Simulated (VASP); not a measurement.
# GaN (P6_3mc) in VASP: notebook, part 2 of 2

VASP 6.6.1. Earlier steps stand in the parts before.

### Step 3. Single point, PBE

This run uses another cell than the first one, of 12.26 Å³/atom.

Contents of INCAR:

```
SYSTEM = GaN
PREC     = Accurate       ! precision mode
ENCUT    = 600            ! plane-wave cutoff, eV
EDIFF    = 1E-6           ! SCF threshold, eV
ISMEAR   = -1             ! smearing method
SIGMA    = 0.05           ! smearing width, eV
LREAL    = .FALSE.        ! projectors in reciprocal space
LASPH    = .TRUE.         ! aspherical terms in the spheres
NELM     = 120            ! most SCF steps
ALGO     = Normal         ! electronic algorithm
ISIF     = 2              ! what is computed and relaxed
LWAVE    = .FALSE.        ! write WAVECAR
LCHARG   = .TRUE.         ! write CHGCAR
GGA      = PE             ! functional
LELF     = .TRUE.         ! ELF
LVHAR    = .TRUE.       
NBANDS   = 46             ! bands
GGA_COMPAT= .FALSE.
```

Contents of KPOINTS:

```
regular mesh
0
G
  10 10 3
  0 0 0
```

Contents of POSCAR:

```
GaN
1.0
    3.2745251067      0.0000000000      0.0000000000
   -1.6372625534      2.8358219278      0.0000000000
    0.0000000000      0.0000000000     10.5599668638
Ga N
4 4
Direct
    0.0000000000      0.0000000000      0.7858680000
    0.6666666667      0.3333333333      0.0373490000
    0.3333333333      0.6666666667      0.5373490000
    0.0000000000      0.0000000000      0.2858680000
    0.0000000000      0.0000000000      0.0930380000
    0.6666666667      0.3333333333      0.3437450000
    0.0000000000      0.0000000000      0.5930380000
    0.3333333333      0.6666666667      0.8437450000
```

Potentials or basis: VASP PAW PBE potentials, release 64 (Ga_d, N).

Launch:

```console
$ cat potpaw_PBE.64/Ga_d/POTCAR potpaw_PBE.64/N/POTCAR > POTCAR
$ mpirun -np 1 vasp_std > vasp.out
```

OUTCAR:

```text
SYSTEM = GaN
   PREC = Accurate
   ENCUT = 600
   EDIFF = 1E-6
   ISMEAR = -1
   LREAL = .FALSE.
   LASPH = .TRUE.
   NELM = 120
   ISIF = 2
   GGA = PE

 ion  position               nearest neighbor table
   1  0.000  0.000  0.786-   8 1.99   8 1.99   8 1.99   7 2.04
   2  0.667  0.333  0.037-   5 1.98   5 1.98   5 1.98
   3  0.333  0.667  0.537-   7 1.98   7 1.98   7 1.98
   4  0.000  0.000  0.286-   6 1.99   6 1.99   6 1.99   5 2.04
   5  0.000  0.000  0.093-   2 1.98   2 1.98   2 1.98   4 2.04
   6  0.667  0.333  0.344-   4 1.99   4 1.99   4 1.99
   7  0.000  0.000  0.593-   3 1.98   3 1.98   3 1.98   1 2.04
   8  0.333  0.667  0.844-   1 1.99   1 1.99   1 1.99

  LATTYP: Found a hexagonal cell.
 ALAT       =     3.2745251067
 C/A-ratio  =     3.2248849893

  Lattice vectors:

 A1 = (   3.2745251067,   0.0000000000,   0.0000000000)
 A2 = (  -1.6372625534,   2.8358219278,   0.0000000000)
 A3 = (   0.0000000000,   0.0000000000,  10.5599668638)

Analysis of symmetry for initial positions (statically):
=====================================================================
 Subroutine PRICEL returns:
 Original cell was already a primitive cell.

 Routine SETGRP: Setting up the symmetry group for a
 hexagonal supercell.

 Subroutine GETGRP returns: Found 12 space group operations
 (whereof  6 operations were pure point group operations)
 out of a pool of 24 trial point group operations.

The static configuration has the point symmetry C_3v.
 The point group associated with its full space group is C_6v.

Analysis of symmetry for dynamics (positions and initial velocities):
=====================================================================
 Subroutine PRICEL returns:
 Original cell was already a primitive cell.

 Routine SETGRP: Setting up the symmetry group for a
 hexagonal supercell.

 Subroutine GETGRP returns: Found 12 space group operations
 (whereof  6 operations were pure point group operations)
 out of a pool of 24 trial point group operations.

The dynamic configuration has the point symmetry C_3v.
 The point group associated with its full space group is C_6v.

 Subroutine INISYM returns: Found 12 space group operations
 (whereof  6 operations are pure point group operations),
 and found     1 'primitive' translations

----------------------------------------------------------------------------------------

                                     Primitive cell

  volume of cell :      98.0595

  direct lattice vectors                    reciprocal lattice vectors
     3.274525107  0.000000000  0.000000000     0.305387794  0.176315725  0.000000000
    -1.637262553  2.835821928  0.000000000     0.000000000  0.352631451  0.000000000
     0.000000000  0.000000000 10.559966864     0.000000000  0.000000000  0.094697267

  length of vectors
     3.274525107  3.274525107 10.559966864     0.352631451  0.352631451  0.094697267

  position of ions in fractional coordinates (direct lattice)
     0.000000000  0.000000000  0.785868000
     0.666666667  0.333333333  0.037349000
     0.333333333  0.666666667  0.537349000
     0.000000000  0.000000000  0.285868000
[... 45 lines left out ...]
  0.100000 -0.000000  0.000000      6.000000
  0.200000 -0.000000  0.000000      6.000000
  0.300000  0.000000  0.000000      6.000000
  0.400000 -0.000000  0.000000      6.000000
  0.500000 -0.000000  0.000000      3.000000
[... 16 lines left out ...]
  0.300000  0.100000  0.333333     24.000000
  0.400000  0.100000  0.333333     24.000000
 [... further k-points ...]
   k-points           NKPTS =     28   k-points in BZ     NKDIM =     28   number of bands    NBANDS=     46
   number of dos      NEDOS =    301   number of ions     NIONS =      8
   total plane-waves  NPLWV =  65856
   dimension x,y,z NGX =    28 NGY =   28 NGZ =   84
   dimension x,y,z NGXF=    56 NGYF=   56 NGZF=  168
   ions per type =               4   4
   NGX,Y,Z   is equivalent  to a cutoff of  14.22, 14.22, 13.22 a.u.
   NGXF,Y,Z  is equivalent  to a cutoff of  28.43, 28.43, 26.45 a.u.
 SYSTEM =  GaN
   PREC   = accura    normal or accurate (medium, high low for compatibility)
   ISTART =      0    job   : 0-new  1-cont  2-samecut
   ICHARG =      2    charge: 1-file 2-atom 10-const
   ISPIN  =      1    spin polarized calculation?
   LNONCOLLINEAR =      F non collinear calculations
   LSORBIT =      F    spin-orbit coupling
   LASPH  =      T    aspherical Exc in radial PAW
   ENCUT  =  600.0 eV  44.10 Ry    6.64 a.u.   6.54  6.54 21.09*2*pi/ulx,y,z
   NELM   =    120;   NELMIN=  2; NELMDL= -5     # of ELM steps
   EDIFF  = 0.1E-05   stopping-criterion for ELM
   LREAL  =      F    real-space projection
   EDIFFG = 0.1E-04   stopping-criterion for IOM
   NSW    =      0    number of steps for IOM
   IBRION =     -1    ionic relax: 0-MD 1-quasi-New 2-CG
   NFREE  =      0    steps in history (QN), initial steepest desc. (CG)
   ISIF   =      2    stress and relaxation
   ISYM   =      2    0-nonsym 1-usesym 2-fastsym
   POTIM  = 0.5000    time-step for ionic-motion
   TEBEG  =    0.0;   TEEND  =   0.0 temperature during run
   PSTRESS=    0.0 pullay stress
   NELECT =      72.0000    total number of electrons
   NUPDOWN=      -1.0000    fix difference up-down
   EMIN   =  10.00;   EMAX   =-10.00  energy-range for DOS
   EFERMI =   0.00;   METHOD = LEGACY
   ISMEAR =    -1;   SIGMA  =   0.05  broadening in eV -4-tet -1-fermi 0-gaus
   EFERMI_NEDOS =   21; number of points for ismear=-14 and -15
   IALGO  =     38    algorithm
   IMIX   =      4    mixing-type and parameters
     AMIX     =   0.40;   BMIX     =  1.00
     AMIX_MAG =   1.60;   BMIX_MAG =  1.00
  volume/ion in A,a.u.               =      12.26        82.72
  Fermi-wavevector in a.u.,A,eV,Ry     =   1.476916  2.790966 29.678117  2.181280
  Thomas-Fermi vector in A             =   2.591384
   LORBIT       =      0    0 simple, 1 ext, 2 COOP (PROOUT), +10 PAW based schemes
   GGA     = PE    functional components
   LHFCALC =     F    Hartree Fock is set to
   AEXX    =    0.0000 exact exchange contribution
   IVDW    =     0    specifies the selected vdW correction
   LEPSILON=     F    determine dielectric tensor
   LRPA    =     F    only Hartree local field effects (RPA)
 non-spin polarized calculation
  energy-cutoff  :      600.00
  volume of cell :       98.06
 maximum number of plane-waves:      3324
 NGX is ok and might be reduce to    28
   NGX = 13   NGY = 13   NGZ = 43

 number of electron      72.0000017 magnetization

 Free energy of the ion-electron system (eV)
  ---------------------------------------------------
  ext. energy  EPLUGINS =         0.00000000
  ---------------------------------------------------
  free energy    TOTEN  =       -46.20271065 eV

  energy without entropy =      -46.20259092  energy(sigma->0) =      -46.20265079

 E-fermi :   5.3203     XC(G=0): -11.4039

 val. band max:        5.0814336245   @ k =   0.0000   0.0000   0.0000
 cond. band min:       5.4900913989   @ k =   0.0000   0.0000   0.0000
 fundamental gap:      0.4086577744
 Fermi energy:         5.3203084383

 k-point     1 :       0.0000    0.0000    0.0000
  band No.  band energies     occupation
      1     -10.8868      2.00000
      2     -10.6701      2.00000
      3      -9.8560      2.00000
      4      -9.8540      2.00000
      5      -9.2938      2.00000
      6      -9.2938      2.00000
[... 1165 lines left out ...]
     45      13.6871      0.00000
     46      14.1103      0.00000

 [... further k-points ...]

------------------------ aborting loop because EDIFF is reached ----------------------------------------

  FORCE on cell =-STRESS in cart. coord.  units (eV):
  Direction    XX          YY          ZZ          XY          YZ          ZX
  --------------------------------------------------------------------------------------
  -------------------------------------------------------------------------------------
  Total       -7.4826527     -7.4826527     -1.1203281      0.0000000      0.0000000      0.0000000
  in kB     -122.2577314   -122.2577314    -18.3048413      0.0000000      0.0000000      0.0000000
  external PRESSURE =     -87.6067680 kB  Pullay stress =       0.0000000 kB

 VOLUME and BASIS-vectors are now :
 -----------------------------------------------------------------------------
  energy-cutoff  :      600.00
  volume of cell :       98.06
      direct lattice vectors                 reciprocal lattice vectors
     3.274525107  0.000000000  0.000000000     0.305387794  0.176315725  0.000000000
    -1.637262553  2.835821928  0.000000000     0.000000000  0.352631451  0.000000000
     0.000000000  0.000000000 10.559966864     0.000000000  0.000000000  0.094697267

 POSITION                                       TOTAL-FORCE (eV/Angst)
 -----------------------------------------------------------------------------------
      0.00000      0.00000      8.29874        -0.000000      0.000000      0.064301
      1.63726      0.94527      0.39440         0.000000      0.000000      0.185133
     -0.00000      1.89055      5.67439        -0.000000     -0.000000      0.185133
      0.00000      0.00000      3.01876        -0.000000      0.000000      0.064301
      0.00000      0.00000      0.98248         0.000000     -0.000000     -0.252214
      1.63726      0.94527      3.62994        -0.000000      0.000000      0.002781
      0.00000      0.00000      6.26246        -0.000000      0.000000     -0.252214
     -0.00000      1.89055      8.90992        -0.000000      0.000000      0.002781
 -----------------------------------------------------------------------------------
    total drift:                                0.000000      0.000000     -0.001879

  FREE ENERGIE OF THE ION-ELECTRON SYSTEM (eV)
  ---------------------------------------------------
  free  energy   TOTEN  =       -46.2027106489 eV

  energy  without entropy=      -46.2025909219  energy(sigma->0) =      -46.20265079
```

Wall time 1.8 min (1 thread of AMD EPYC 9R45 (Zen 5), shared host); peak memory 0.28 GiB.

Results:

- Free energy: -46.2027 eV
- Pressure: -8.8 GPa
- Largest force: 0.252 eV/Å
- Band gap on the k mesh: 0.41 eV

Forces in eV/Å, atoms in the order of the input:
```
Ga   0.000  0.000  0.064
Ga   0.000  0.000  0.185
Ga   0.000  0.000  0.185
Ga   0.000  0.000  0.064
N    0.000  0.000 -0.252
N    0.000  0.000  0.003
N    0.000  0.000 -0.252
N    0.000  0.000  0.003
```

Caveat: the stress differs along the axes, from -12 to -2 GPa; semilocal functionals underestimate gaps, and a narrow one can read as zero.
